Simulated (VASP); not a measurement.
MnO, 4 atoms in the cell. Symmetry: R-3m, No. 166, trigonal system. Conventional cell: a = 3.224 Å, b = 3.224 Å, c = 7.760 Å, α = 90.00°, β = 90.00°, γ = 120.00°. Mn (site symmetry -3m) has 6 O at 2.27 Å within 3.0 Å. O (site symmetry -3m) has 6 Mn at 2.27 Å within 3.0 Å. 

```yaml
Program: VASP 6.6.1
Task: single point
Functional: PBE
Potentials_or_basis: VASP PAW PBE potentials, release 64 (Mn_pv, O)
Cutoff: 520 eV
k_mesh: 12 × 12 × 6
Occupations: gaussian, width 0.05 eV
Spin: collinear spin, antiferromagnetic start
Starting_moments: "[4.72, -4.72, 0.0, 0.0] μB"
Hubbard_terms: Mn d U = 3.9 eV
Dipole_correction: no
Further_INCAR_settings: ALGO = Normal; EDIFF = 1e-06; NBANDS = 31
```

Potentials or basis: VASP PAW PBE potentials, release 64 (Mn_pv, O).

The run is started by

```bash
$ cat potpaw_PBE.64/Mn_pv/POTCAR potpaw_PBE.64/O/POTCAR > POTCAR
$ mpirun -np 1 vasp_std > vasp.out
```

Hardware: 1 thread of Oxide Virtual Turin-like Processor, with other jobs on the host.

How long does it take, and how much memory?

Run time: 6.9 min on 1 thread of Oxide Virtual Turin-like Processor, on a shared host, peak memory 0.29 GiB. Counts: scf iterations 15, k points 98.
